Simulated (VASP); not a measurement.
# KI (Pm-3m) in VASP: further runs

Aim: see how the results for KI move with the level of theory and the settings. Levels: PBE, LDA. Tasks: single point.

All numbers are computed with VASP 6.6.1; they aren't measurements. Logs are shortened: lines on timing, memory, paths and dates and some standing lists are left out, and cuts for length are marked.

## (1) The cell of the first run

Symmetry: Pm-3m, No. 221, cubic system. Conventional cell: a = 4.291 Å, b = 4.291 Å, c = 4.291 Å, α = 90.00°, β = 90.00°, γ = 90.00°. K (site symmetry m-3m) has 8 I at 3.72 Å and 6 K at 4.29 Å within 4.9 Å. I (site symmetry m-3m) has 8 K at 3.72 Å and 6 I at 4.29 Å within 4.9 Å.

## (2) Single point, PBE

File INCAR:

```
PREC = Accurate
ENCUT = 520
EDIFF = 1E-6
ISMEAR = -1
SIGMA = 0.02
LREAL = F
LASPH = T
NELM = 60
ALGO = Normal
ISIF = 2
LWAVE = F
LCHARG = T
GGA = PE
LELF = T
LVHAR = T
NBANDS = 15
```

File KPOINTS:

```
Automatic mesh
0
Gamma
  6 6 6
```

File POSCAR:

```
KI
1.0
    4.2910851989      0.0000000000      0.0000000000
    0.0000000000      4.2910851989      0.0000000000
    0.0000000000      0.0000000000      4.2910851989
K I
1 1
Direct
    0.0000000000      0.0000000000      0.0000000000
    0.5000000000      0.5000000000      0.5000000000
```

Potentials or basis: VASP PAW PBE potentials, release 64 (K_sv, I).

Started as:

```sh
$ cat potpaw_PBE.64/K_sv/POTCAR potpaw_PBE.64/I/POTCAR > POTCAR
$ mpirun -np 1 vasp_std > vasp.out
```

OUTCAR:

```text
PREC = Accurate
   ENCUT = 520
   EDIFF = 1E-6
   ISMEAR = -1
   LREAL = F
   LASPH = T
   NELM = 60
   ISIF = 2
   GGA = PE

 ion  position               nearest neighbor table
   1  0.000  0.000  0.000-
   2  0.500  0.500  0.500-

  LATTYP: Found a simple cubic cell.
 ALAT       =     4.2910851989

  Lattice vectors:

 A1 = (   4.2910851989,   0.0000000000,   0.0000000000)
 A2 = (   0.0000000000,   4.2910851989,   0.0000000000)
 A3 = (   0.0000000000,   0.0000000000,   4.2910851989)

Analysis of symmetry for initial positions (statically):
=====================================================================
 Subroutine PRICEL returns:
 Original cell was already a primitive cell.

 Routine SETGRP: Setting up the symmetry group for a
 simple cubic supercell.

 Subroutine GETGRP returns: Found 48 space group operations
 (whereof 48 operations were pure point group operations)
 out of a pool of 48 trial point group operations.

The static configuration has the point symmetry O_h .

Analysis of symmetry for dynamics (positions and initial velocities):
=====================================================================
 Subroutine PRICEL returns:
 Original cell was already a primitive cell.

 Routine SETGRP: Setting up the symmetry group for a
 simple cubic supercell.

 Subroutine GETGRP returns: Found 48 space group operations
 (whereof 48 operations were pure point group operations)
 out of a pool of 48 trial point group operations.

The dynamic configuration has the point symmetry O_h .

 Subroutine INISYM returns: Found 48 space group operations
 (whereof 48 operations are pure point group operations),
 and found     1 'primitive' translations

----------------------------------------------------------------------------------------

                                     Primitive cell

  volume of cell :      79.0135

  direct lattice vectors                    reciprocal lattice vectors
     4.291085199  0.000000000  0.000000000     0.233041283  0.000000000  0.000000000
     0.000000000  4.291085199  0.000000000     0.000000000  0.233041283  0.000000000
     0.000000000  0.000000000  4.291085199     0.000000000  0.000000000  0.233041283

  length of vectors
     4.291085199  4.291085199  4.291085199     0.233041283  0.233041283  0.233041283

  position of ions in fractional coordinates (direct lattice)
     0.000000000  0.000000000  0.000000000
     0.500000000  0.500000000  0.500000000

  ion indices of the primitive-cell ions
   primitive index   ion index
                 1           1
                 2           2

----------------------------------------------------------------------------------------

 KPOINTS: Automatic mesh

Automatic generation of k-mesh.
 Grid dimensions read from file:
 generate k-points for:    6    6    6

 Generating k-lattice:

  Cartesian coordinates                     Fractional coordinates (reciprocal lattice)
     0.038840214  0.000000000  0.000000000     0.166666667  0.000000000  0.000000000
     0.000000000  0.038840214  0.000000000     0.000000000  0.166666667  0.000000000
     0.000000000  0.000000000  0.038840214     0.000000000  0.000000000  0.166666667

  Length of vectors
     0.038840214  0.038840214  0.038840214

  Shift w.r.t. Gamma in fractional coordinates (k-lattice)
     0.000000000  0.000000000  0.000000000

 Subroutine IBZKPT returns following result:
 ===========================================

 Found     20 irreducible k-points:

 Following reciprocal coordinates:
            Coordinates               Weight
  0.000000  0.000000  0.000000      1.000000
  0.166667  0.000000  0.000000      6.000000
  0.333333  0.000000  0.000000      6.000000
  0.500000  0.000000  0.000000      3.000000
  0.166667  0.166667  0.000000     12.000000
  0.333333  0.166667  0.000000     24.000000
[... 12 lines left out ...]
  0.500000  0.500000  0.333333      6.000000
  0.500000  0.500000  0.500000      1.000000
   k-points           NKPTS =     20   k-points in BZ     NKDIM =     20   number of bands    NBANDS=     15
   number of dos      NEDOS =    301   number of ions     NIONS =      2
   total plane-waves  NPLWV =  32768
   dimension x,y,z NGX =    32 NGY =   32 NGZ =   32
   dimension x,y,z NGXF=    64 NGYF=   64 NGZF=   64
   ions per type =               1   1
   NGX,Y,Z   is equivalent  to a cutoff of  12.40, 12.40, 12.40 a.u.
   NGXF,Y,Z  is equivalent  to a cutoff of  24.79, 24.79, 24.79 a.u.
 SYSTEM =  unknown system
   PREC   = accura    normal or accurate (medium, high low for compatibility)
   ISTART =      0    job   : 0-new  1-cont  2-samecut
   ICHARG =      2    charge: 1-file 2-atom 10-const
   ISPIN  =      1    spin polarized calculation?
   LNONCOLLINEAR =      F non collinear calculations
   LSORBIT =      F    spin-orbit coupling
   LASPH  =      T    aspherical Exc in radial PAW
   ENCUT  =  520.0 eV  38.22 Ry    6.18 a.u.   7.98  7.98  7.98*2*pi/ulx,y,z
   NELM   =     60;   NELMIN=  2; NELMDL= -5     # of ELM steps
   EDIFF  = 0.1E-05   stopping-criterion for ELM
   LREAL  =      F    real-space projection
   EDIFFG = 0.1E-04   stopping-criterion for IOM
   NSW    =      0    number of steps for IOM
   IBRION =     -1    ionic relax: 0-MD 1-quasi-New 2-CG
   NFREE  =      0    steps in history (QN), initial steepest desc. (CG)
   ISIF   =      2    stress and relaxation
   ISYM   =      2    0-nonsym 1-usesym 2-fastsym
   POTIM  = 0.5000    time-step for ionic-motion
   TEBEG  =    0.0;   TEEND  =   0.0 temperature during run
   PSTRESS=    0.0 pullay stress
   NELECT =      16.0000    total number of electrons
   NUPDOWN=      -1.0000    fix difference up-down
   EMIN   =  10.00;   EMAX   =-10.00  energy-range for DOS
   EFERMI =   0.00;   METHOD = LEGACY
   ISMEAR =    -1;   SIGMA  =   0.02  broadening in eV -4-tet -1-fermi 0-gaus
   EFERMI_NEDOS =   21; number of points for ismear=-14 and -15
   IALGO  =     38    algorithm
   IMIX   =      4    mixing-type and parameters
     AMIX     =   0.40;   BMIX     =  1.00
     AMIX_MAG =   1.60;   BMIX_MAG =  1.00
  volume/ion in A,a.u.               =      39.51       266.60
  Fermi-wavevector in a.u.,A,eV,Ry     =   0.961349  1.816686 12.574391  0.924192
  Thomas-Fermi vector in A             =   2.090713
   LORBIT       =      0    0 simple, 1 ext, 2 COOP (PROOUT), +10 PAW based schemes
   GGA     = PE    functional components
   LHFCALC =     F    Hartree Fock is set to
   AEXX    =    0.0000 exact exchange contribution
   IVDW    =     0    specifies the selected vdW correction
   LEPSILON=     F    determine dielectric tensor
   LRPA    =     F    only Hartree local field effects (RPA)
 non-spin polarized calculation
  energy-cutoff  :      520.00
  volume of cell :       79.01
 maximum number of plane-waves:      2176
 NGX is ok and might be reduce to    32
   NGX = 15   NGY = 15   NGZ = 15

 number of electron      16.0000003 magnetization

 Free energy of the ion-electron system (eV)
  ---------------------------------------------------
  ext. energy  EPLUGINS =         0.00000000
  ---------------------------------------------------
  free energy    TOTEN  =        -5.42086316 eV

  energy without entropy =       -5.42086316  energy(sigma->0) =       -5.42086316

 E-fermi :   1.3710     XC(G=0):  -7.7098

 val. band max:        0.8818702033   @ k =   0.5000   0.5000   0.0000
 cond. band min:       4.2121681757   @ k =   0.0000   0.0000   0.0000
 fundamental gap:      3.3302979723
 Fermi energy:         1.3709938479

 k-point     1 :       0.0000    0.0000    0.0000
  band No.  band energies     occupation
      1     -28.4956      2.00000
      2     -11.9487      2.00000
      3     -11.9487      2.00000
      4     -11.9487      2.00000
      5     -10.2780      2.00000
      6       0.5208      2.00000
      7       0.5208      2.00000
      8       0.5208      2.00000
      9       4.2122      0.00000
     10       5.6467      0.00000
     11       5.6467      0.00000
     12       9.2704      0.00000
     13       9.2704      0.00000
     14       9.2704      0.00000
     15      11.3559      0.00000

 k-point     2 :       0.1667    0.0000    0.0000
  band No.  band energies     occupation
      1     -28.4945      2.00000
      2     -11.9926      2.00000
      3     -11.9459      2.00000
      4     -11.9459      2.00000
      5     -10.2019      2.00000
      6      -0.1214      2.00000
      7       0.5394      2.00000
      8       0.5394      2.00000
      9       4.7885      0.00000
     10       5.8448      0.00000
     11       6.3093      0.00000
     12       9.1814      0.00000
     13       9.1814      0.00000
     14       9.3808      0.00000
     15      10.4119      0.00000

 k-point     3 :       0.3333    0.0000    0.0000
  band No.  band energies     occupation
      1     -28.4921      2.00000
      2     -12.0737      2.00000
      3     -11.9402      2.00000
      4     -11.9402      2.00000
      5     -10.0511      2.00000
      6      -1.0371      2.00000
      7       0.5765      2.00000
      8       0.5765      2.00000
      9       5.7373      0.00000
     10       6.4205      0.00000
     11       7.5893      0.00000
     12       8.9178      0.00000
     13       9.1700      0.00000
     14       9.1700      0.00000
     15       9.6423      0.00000
[... 271 lines left out ...]
 k-point    19 :       0.5000    0.5000    0.3333
  band No.  band energies     occupation
      1     -28.4833      2.00000
      2     -12.0179      2.00000
      3     -12.0179      2.00000
      4     -11.9923      2.00000
      5      -9.8027      2.00000
      6      -0.7886      2.00000
      7      -0.7886      2.00000
      8      -0.4397      2.00000
      9       5.9230      0.00000
     10       6.7404      0.00000
     11       6.7404      0.00000
     12       9.0418      0.00000
     13       9.8270      0.00000
     14       9.8270      0.00000
     15      10.4504      0.00000

 k-point    20 :       0.5000    0.5000    0.5000
  band No.  band energies     occupation
      1     -28.4822      2.00000
      2     -12.0132      2.00000
      3     -12.0132      2.00000
      4     -12.0132      2.00000
      5      -9.7579      2.00000
      6      -0.7748      2.00000
      7      -0.7748      2.00000
      8      -0.7748      2.00000
      9       6.5134      0.00000
     10       6.5134      0.00000
     11       6.5134      0.00000
     12       9.7239      0.00000
     13       9.7239      0.00000
     14       9.7239      0.00000
     15      10.0324      0.00000

------------------------ aborting loop because EDIFF is reached ----------------------------------------

  FORCE on cell =-STRESS in cart. coord.  units (eV):
  Direction    XX          YY          ZZ          XY          YZ          ZX
  --------------------------------------------------------------------------------------
  -------------------------------------------------------------------------------------
  Total        0.2519478      0.2519478      0.2519478     -0.0000000     -0.0000000      0.0000000
  in kB        5.1088107      5.1088107      5.1088107     -0.0000000     -0.0000000      0.0000000
  external PRESSURE =       5.1088107 kB  Pullay stress =       0.0000000 kB

 VOLUME and BASIS-vectors are now :
 -----------------------------------------------------------------------------
  energy-cutoff  :      520.00
  volume of cell :       79.01
      direct lattice vectors                 reciprocal lattice vectors
     4.291085199  0.000000000  0.000000000     0.233041283  0.000000000  0.000000000
     0.000000000  4.291085199  0.000000000     0.000000000  0.233041283  0.000000000
     0.000000000  0.000000000  4.291085199     0.000000000  0.000000000  0.233041283

 POSITION                                       TOTAL-FORCE (eV/Angst)
 -----------------------------------------------------------------------------------
      0.00000      0.00000      0.00000         0.000000      0.000000      0.000000
      2.14554      2.14554      2.14554         0.000000      0.000000      0.000000
 -----------------------------------------------------------------------------------
    total drift:                                0.000000      0.000000     -0.000000

  FREE ENERGIE OF THE ION-ELECTRON SYSTEM (eV)
  ---------------------------------------------------
  free  energy   TOTEN  =        -5.4208631612 eV

  energy  without entropy=       -5.4208631612  energy(sigma->0) =       -5.42086316
```

Wall time 26 s (1 thread of Intel Xeon 8259CL, shared host); peak memory 0.19 GiB.

What came out:

- Free energy: -5.4209 eV
- Pressure: 0.5 GPa
- Band gap on the k mesh: 3.33 eV (least direct gap 3.69 eV)

Levels at points of the mesh, in eV from the valence-band top:
| k point | band 6 | band 7 | band 8 | band 9 | band 10 | band 11 |
| --- | --- | --- | --- | --- | --- | --- |
| (0.00, 0.00, 0.00) | -0.36 | -0.36 | -0.36 | 3.33 | 4.76 | 4.76 |
| (0.50, 0.00, 0.00) | -2.29 | -0.29 | -0.29 | 5.48 | 6.18 | 7.05 |
| (0.50, 0.50, 0.00) | -1.71 | -1.71 | 0.00 | 3.92 | 5.70 | 6.80 |
| (0.50, 0.50, 0.50) | -1.66 | -1.66 | -1.66 | 5.63 | 5.63 | 5.63 |

Caveat: spin-orbit coupling is left out, which moves the levels of the heavy elements. A k mesh can miss the band edges.

(Part 1 of 2 ends here.)
